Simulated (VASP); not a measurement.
# Rh (I4/mmm) in VASP: a series of runs

Rh is run at these levels: r2SCAN; tasks: single point.

Program: VASP 6.6.1. These are calculated values, not measurements. Logs are shortened: lines on timing, memory, paths and dates and some standing lists are left out, and cuts for length are marked.

### 1 The cell of the first run

It takes space group I4/mmm (No. 139, tetragonal). The conventional cell has a = 2.660 Å, b = 2.660 Å, c = 3.823 Å, α = 90.00°, β = 90.00°, γ = 90.00°. Rh (site symmetry 4/mmm) has 12 Rh at 2.66 to 2.68 Å within 3.5 Å.

### 2 Single point, r2SCAN (biaxial strain in the a-b plane: -1.0 %)

The input, POSCAR:

```
Rh
1.0
    1.8809719866      1.8809719866      0.0000000000
   -1.8809719866      1.8809719866      0.0000000000
    0.0000000000      0.0000000000      3.8227430677
Rh
2
Direct
    0.0000000000      0.0000000000      0.0000000000
    0.5000000000      0.5000000000      0.5000000000
```

The input, INCAR.step1:

```
PREC = Accurate ; ENCUT = 520
ISMEAR = 0 ; SIGMA = 0.1
LREAL = False ; LASPH = True
NELM = 60 ; NBANDS = 22
GGA = PE ; ALGO = Normal
EDIFF = 1E-4 ; LWAVE = True
LCHARG = False
```

The input, INCAR.step2:

```
PREC = Accurate ; ENCUT = 520
EDIFF = 1E-6 ; ISMEAR = 0
SIGMA = 0.1 ; LREAL = False
LASPH = True ; NELM = 60
ALGO = Normal ; ISIF = 2
LWAVE = False ; LCHARG = True
METAGGA = R2SCAN ; LMIXTAU = True
LELF = True ; LVHAR = True
NBANDS = 22 ; ISTART = 1
```

The input, KPOINTS:

```
Automatic mesh
0
Gamma
  20 20 14
```

Potentials or basis: VASP PAW PBE potentials, release 64 (Rh_pv).

Launch:

```console
cat potpaw_PBE.64/Rh_pv/POTCAR > POTCAR
cp INCAR.step1 INCAR
mpirun -np 1 vasp_std > vasp.out
cp INCAR.step2 INCAR
mpirun -np 1 vasp_std > vasp.out
```

OUTCAR:

```text
PREC = Accurate
   ENCUT = 520
   EDIFF = 1E-6
   ISMEAR = 0
   LREAL = False
   LASPH = True
   NELM = 60
   ISIF = 2
   METAGGA = R2SCAN
   ISTART = 1

 ion  position               nearest neighbor table
   1  0.000  0.000  0.000-   2 2.68   2 2.68   2 2.68   2 2.68   2 2.68   2 2.68   2 2.68   2 2.68

   2  0.500  0.500  0.500-   1 2.68   1 2.68   1 2.68   1 2.68   1 2.68   1 2.68   1 2.68   1 2.68

  LATTYP: Found a simple tetragonal cell.
 ALAT       =     2.6600960939
 C/A-ratio  =     1.4370695391

  Lattice vectors:

 A1 = (   1.8809719866,   1.8809719866,   0.0000000000)
 A2 = (  -1.8809719866,   1.8809719866,   0.0000000000)
 A3 = (   0.0000000000,   0.0000000000,   3.8227430677)

Analysis of symmetry for initial positions (statically):
=====================================================================
 Subroutine PRICEL returns following result:

  LATTYP: Found a body centered tetragonal cell.
 ALAT       =     2.6600960939
 C/A-ratio  =     1.4370695391

  Lattice vectors:

 A1 = (   1.8809719866,   0.0000000000,  -1.9113715339)
 A2 = (  -1.8809719866,   0.0000000000,  -1.9113715338)
 A3 = (   0.0000000000,   1.8809719866,   1.9113715338)

   2 primitive cells build up your supercell.

 Routine SETGRP: Setting up the symmetry group for a
 simple tetragonal supercell.

 Subroutine GETGRP returns: Found 16 space group operations
 (whereof 16 operations were pure point group operations)
 out of a pool of 16 trial point group operations.

The static configuration has the point symmetry D_4h.

Analysis of symmetry for dynamics (positions and initial velocities):
=====================================================================
 Subroutine PRICEL returns following result:

  LATTYP: Found a body centered tetragonal cell.
 ALAT       =     2.6600960939
 C/A-ratio  =     1.4370695391

  Lattice vectors:

 A1 = (   1.8809719866,   0.0000000000,  -1.9113715339)
 A2 = (  -1.8809719866,   0.0000000000,  -1.9113715338)
 A3 = (   0.0000000000,   1.8809719866,   1.9113715338)

   2 primitive cells build up your supercell.

 Routine SETGRP: Setting up the symmetry group for a
 simple tetragonal supercell.

 Subroutine GETGRP returns: Found 16 space group operations
 (whereof 16 operations were pure point group operations)
 out of a pool of 16 trial point group operations.

The dynamic configuration has the point symmetry D_4h.

 Subroutine INISYM returns: Found 16 space group operations
 (whereof 16 operations are pure point group operations),
 and found     2 'primitive' translations

----------------------------------------------------------------------------------------

                                     Primitive cell

  volume of cell :      13.5251

  direct lattice vectors                    reciprocal lattice vectors
     1.880971987  0.000000000 -1.911371534     0.265820014  0.265820014 -0.261592260
    -1.880971987  0.000000000 -1.911371534    -0.265820014  0.265820014 -0.261592260
     0.000000000  1.880971987  1.911371534     0.000000000  0.531640028  0.000000000

  length of vectors
     2.681677974  2.681677974  2.681677974     0.457985885  0.457985885  0.531640028

  position of ions in fractional coordinates (direct lattice)
     0.000000000  0.000000000  0.000000000

  ion indices of the primitive-cell ions
   primitive index   ion index
                 1           1

----------------------------------------------------------------------------------------

 KPOINTS: Automatic mesh

Automatic generation of k-mesh.
 Grid dimensions read from file:
 generate k-points for:   20   20   14

 Generating k-lattice:

  Cartesian coordinates                     Fractional coordinates (reciprocal lattice)
     0.013291001  0.013291001  0.000000000     0.050000000  0.000000000  0.000000000
    -0.013291001  0.013291001  0.000000000     0.000000000  0.050000000  0.000000000
     0.000000000  0.000000000  0.018685161     0.000000000  0.000000000  0.071428571

  Length of vectors
     0.018796313  0.018796313  0.018685161

  Shift w.r.t. Gamma in fractional coordinates (k-lattice)
     0.000000000  0.000000000  0.000000000

 Subroutine IBZKPT returns following result:
 ===========================================

 Found    528 irreducible k-points:

 Following reciprocal coordinates:
            Coordinates               Weight
  0.000000  0.000000  0.000000      1.000000
  0.050000  0.000000  0.000000      4.000000
  0.100000  0.000000  0.000000      4.000000
  0.150000  0.000000  0.000000      4.000000
  0.200000  0.000000  0.000000      4.000000
  0.250000  0.000000  0.000000      4.000000
[... 16 lines left out ...]
  0.150000  0.100000  0.000000      8.000000
  0.200000  0.100000  0.000000      8.000000
 [... further k-points ...]
   k-points           NKPTS =    528   k-points in BZ     NKDIM =    528   number of bands    NBANDS=     22
   number of dos      NEDOS =    301   number of ions     NIONS =      2
   total plane-waves  NPLWV =  11200
   dimension x,y,z NGX =    20 NGY =   20 NGZ =   28
   dimension x,y,z NGXF=    40 NGYF=   40 NGZF=   56
   ions per type =               2
   NGX,Y,Z   is equivalent  to a cutoff of  12.50, 12.50, 12.18 a.u.
   NGXF,Y,Z  is equivalent  to a cutoff of  25.00, 25.00, 24.35 a.u.
 SYSTEM =  unknown system
   PREC   = accura    normal or accurate (medium, high low for compatibility)
   ISTART =      1    job   : 0-new  1-cont  2-samecut
   ICHARG =      0    charge: 1-file 2-atom 10-const
   ISPIN  =      1    spin polarized calculation?
   LNONCOLLINEAR =      F non collinear calculations
   LSORBIT =      F    spin-orbit coupling
   LASPH  =      T    aspherical Exc in radial PAW
   ENCUT  =  520.0 eV  38.22 Ry    6.18 a.u.   4.95  4.95  7.11*2*pi/ulx,y,z
   NELM   =     60;   NELMIN=  2; NELMDL=  0     # of ELM steps
   EDIFF  = 0.1E-05   stopping-criterion for ELM
   LREAL  =      F    real-space projection
   EDIFFG = 0.1E-04   stopping-criterion for IOM
   NSW    =      0    number of steps for IOM
   IBRION =     -1    ionic relax: 0-MD 1-quasi-New 2-CG
   NFREE  =      0    steps in history (QN), initial steepest desc. (CG)
   ISIF   =      2    stress and relaxation
   ISYM   =      2    0-nonsym 1-usesym 2-fastsym
   POTIM  = 0.5000    time-step for ionic-motion
   TEBEG  =    0.0;   TEEND  =   0.0 temperature during run
   PSTRESS=    0.0 pullay stress
   NELECT =      30.0000    total number of electrons
   NUPDOWN=      -1.0000    fix difference up-down
   EMIN   =  10.00;   EMAX   =-10.00  energy-range for DOS
   EFERMI =   0.00;   METHOD = LEGACY
   ISMEAR =     0;   SIGMA  =   0.10  broadening in eV -4-tet -1-fermi 0-gaus
   EFERMI_NEDOS =   21; number of points for ismear=-14 and -15
   IALGO  =     38    algorithm
   IMIX   =      4    mixing-type and parameters
     AMIX     =   0.40;   BMIX     =  1.00
     AMIX_MAG =   1.60;   BMIX_MAG =  1.00
  volume/ion in A,a.u.               =      13.53        91.27
  Fermi-wavevector in a.u.,A,eV,Ry     =   1.694567  3.202267 39.069894  2.871556
  Thomas-Fermi vector in A             =   2.775768
   LORBIT       =      0    0 simple, 1 ext, 2 COOP (PROOUT), +10 PAW based schemes
   METAGGA = R2SCAN    functional components
   LHFCALC =     F    Hartree Fock is set to
   AEXX    =    0.0000 exact exchange contribution
   IVDW    =     0    specifies the selected vdW correction
   LEPSILON=     F    determine dielectric tensor
   LRPA    =     F    only Hartree local field effects (RPA)
 non-spin polarized calculation
 Gauss-broadening in eV      SIGMA  =   0.10
  energy-cutoff  :      520.00
  volume of cell :       27.05
 maximum number of plane-waves:       752
 NGX is ok and might be reduce to    20
   NGX =  9   NGY =  9   NGZ = 15

 number of electron      30.0000003 magnetization

 Free energy of the ion-electron system (eV)
  ---------------------------------------------------
  ext. energy  EPLUGINS =         0.00000000
  ---------------------------------------------------
  free energy    TOTEN  =       -48.26992069 eV

  energy without entropy =      -48.25848963  energy(sigma->0) =      -48.26420516

 E-fermi :  12.0363     XC(G=0): -15.3276

 val. band max:       12.0361424016   @ k =   0.4000   0.4000   0.0000
 cond. band min:      12.0389417755   @ k =   0.4000   0.2500   0.5000
 fundamental gap:      0.0027993739
 Fermi energy:        12.0363364850

 k-point     1 :       0.0000    0.0000    0.0000
  band No.  band energies     occupation
      1     -36.5612      2.00000
      2     -36.0627      2.00000
      3     -36.0627      2.00000
      4     -35.7829      2.00000
      5     -35.7733      2.00000
      6     -35.7733      2.00000
[... 14 lines left out ...]
     21      26.3517      0.00000
     22      28.7454      0.00000

 k-point     2 :       0.0500    0.0000    0.0000
  band No.  band energies     occupation
      1     -36.5554      2.00000
      2     -36.0726      2.00000
      3     -36.0600      2.00000
      4     -35.7870      2.00000
      5     -35.7866      2.00000
      6     -35.7741      2.00000
[... 14 lines left out ...]
     21      26.5071      0.00000
     22      28.8516      0.00000

 k-point     3 :       0.1000    0.0000    0.0000
  band No.  band energies     occupation
      1     -36.5383      2.00000
      2     -36.1011      2.00000
      3     -36.0519      2.00000
      4     -35.8267      2.00000
      5     -35.7977      2.00000
      6     -35.7766      2.00000
[... 14 lines left out ...]
     21      26.9598      0.00000
     22      29.1545      0.00000
[... 476 lines left out ...]
 k-point    23 :       0.1500    0.1000    0.0000
  band No.  band energies     occupation
      1     -36.4894      2.00000
      2     -36.1480      2.00000
      3     -36.0644      2.00000
      4     -35.9078      2.00000
      5     -35.8288      2.00000
      6     -35.8161      2.00000
[... 14 lines left out ...]
     21      26.4192      0.00000
     22      29.4106      0.00000

 k-point    24 :       0.2000    0.1000    0.0000
  band No.  band energies     occupation
      1     -36.4532      2.00000
      2     -36.2003      2.00000
      3     -36.0495      2.00000
      4     -35.9830      2.00000
      5     -35.8530      2.00000
      6     -35.8241      2.00000
[... 14 lines left out ...]
     21      27.1944      0.00000
     22      29.4105      0.00000

 [... further k-points ...]

------------------------ aborting loop because EDIFF is reached ----------------------------------------

  FORCE on cell =-STRESS in cart. coord.  units (eV):
  Direction    XX          YY          ZZ          XY          YZ          ZX
  --------------------------------------------------------------------------------------
  -------------------------------------------------------------------------------------
  Total        1.1461560      1.1461560      0.4726348      0.0000000      0.0000000     -0.0000000
  in kB       67.8866784     67.8866784     27.9941032      0.0000000      0.0000000     -0.0000000
  external PRESSURE =      54.5891534 kB  Pullay stress =       0.0000000 kB

 VOLUME and BASIS-vectors are now :
 -----------------------------------------------------------------------------
  energy-cutoff  :      520.00
  volume of cell :       27.05
      direct lattice vectors                 reciprocal lattice vectors
     1.880971987  1.880971987  0.000000000     0.265820014  0.265820014  0.000000000
    -1.880971987  1.880971987  0.000000000    -0.265820014  0.265820014  0.000000000
     0.000000000  0.000000000  3.822743068     0.000000000  0.000000000  0.261592260

 POSITION                                       TOTAL-FORCE (eV/Angst)
 -----------------------------------------------------------------------------------
      0.00000      0.00000      0.00000        -0.000000      0.000000      0.000000
      0.00000      1.88097      1.91137         0.000000     -0.000000     -0.000000
 -----------------------------------------------------------------------------------
    total drift:                               -0.000000      0.000000      0.000000

  FREE ENERGIE OF THE ION-ELECTRON SYSTEM (eV)
  ---------------------------------------------------
  free  energy   TOTEN  =       -48.2699206944 eV

  energy  without entropy=      -48.2584896346  energy(sigma->0) =      -48.26420516
```

It took 11 min on 1 thread of Oxide Virtual Turin-like, shared host; peak memory 0.3 GiB.

What came out:

* Free energy: -48.2699 eV
* Pressure: 5.5 GPa
* Band gap on the k mesh: zero (bands 15 and 16 overlap by 2.67 eV)

Stress tensor (GPa, compression positive):
```
6.79 0.00 0.00
0.00 6.79 0.00
0.00 0.00 2.80
```

Caveat: the cell differs from its parent crystal (biaxial strain in the a-b plane: -1.0 %); the cell stands under pressure; the PAW data sets were made with another functional, which shifts forces and pressure a little.

### 3 Single point, r2SCAN (biaxial strain in the a-b plane: -1.0 %, then relaxed in part)

Changes to POSCAR since step 2:

```diff
@@ -4,3 +4,3 @@
    -1.8809719866      1.8809719866      0.0000000000
-    0.0000000000      0.0000000000      3.8227430677
+    0.0000000000      0.0000000000      3.8353608551
 Rh
```

The input, INCAR.step1:

```
SYSTEM = Rh
ALGO = Normal
EDIFF = 1E-4
ENCUT = 520
GGA = PE
ISMEAR = 0
LASPH = .True.
LCHARG = .False.
LREAL = .False.
LWAVE = .True.
NBANDS = 22
NELM = 100
PREC = Accurate
SIGMA = 0.1
```

The input, INCAR.step2:

```
SYSTEM = Rh
ALGO = Normal
EDIFF = 1E-6
ENCUT = 520
ISIF = 2
ISMEAR = 0
ISTART = 1
LASPH = .True.
LCHARG = .False.
LMIXTAU = .True.
LREAL = .False.
LWAVE = .False.
METAGGA = R2SCAN
NBANDS = 22
NELM = 100
PREC = Accurate
SIGMA = 0.1
```

The input, KPOINTS:

```
k-points
0
Gamma
  20 20 14
  0 0 0
```

Potentials or basis: VASP PAW PBE potentials, release 64 (Rh_pv).

Launch:

```console
cat potpaw_PBE.64/Rh_pv/POTCAR > POTCAR
cp INCAR.step1 INCAR
mpirun -np 1 vasp_std > vasp.out
cp INCAR.step2 INCAR
mpirun -np 1 vasp_std > vasp.out
```

Run time: 12 min. Hardware: 1 thread of Oxide Virtual Turin-like, shared host; peak memory 0.3 GiB.

Results (log left out):

* Free energy: -48.2711 eV
* Pressure: 4.5 GPa
* Band gap on the k mesh: zero (bands 15 and 16 overlap by 2.67 eV)

Stress tensor (GPa, compression positive):
```
6.08 0.00 0.00
0.00 6.08 0.00
0.00 0.00 1.25
```

Levels at points of the mesh, in eV from the Fermi level:
```tsv
k point	band 11	band 12	band 13	band 14	band 15	band 16	band 17	band 18	band 19	band 20
(0.00, 0.00, 0.00)	-3.16	-3.16	-1.22	-0.96	0.54	1.06	1.06	3.22	12.68	14.34
(0.50, 0.00, 0.00)	-3.61	-3.61	-2.01	-2.01	-1.08	-1.08	3.40	3.40	13.90	13.90
(0.50, 0.50, 0.00)	0.52	0.52	0.98	0.98	1.18	1.18	3.65	3.65	13.24	13.24
(0.00, 0.00, 0.50)	-2.16	-2.16	-1.46	-1.46	-1.46	-1.46	-0.25	-0.25	17.38	17.38
(0.50, 0.00, 0.50)	-3.24	-3.24	0.55	0.55	0.66	0.66	0.89	0.89	9.23	9.23
(0.50, 0.50, 0.50)	-4.00	-4.00	-1.33	-1.33	1.18	1.18	10.20	10.20	10.20	10.20
```

Caveat: the cell differs from its parent crystal (biaxial strain in the a-b plane: -1.0 %, then relaxed in part); the cell stands under pressure; the PAW data sets were made with another functional, which shifts forces and pressure a little.
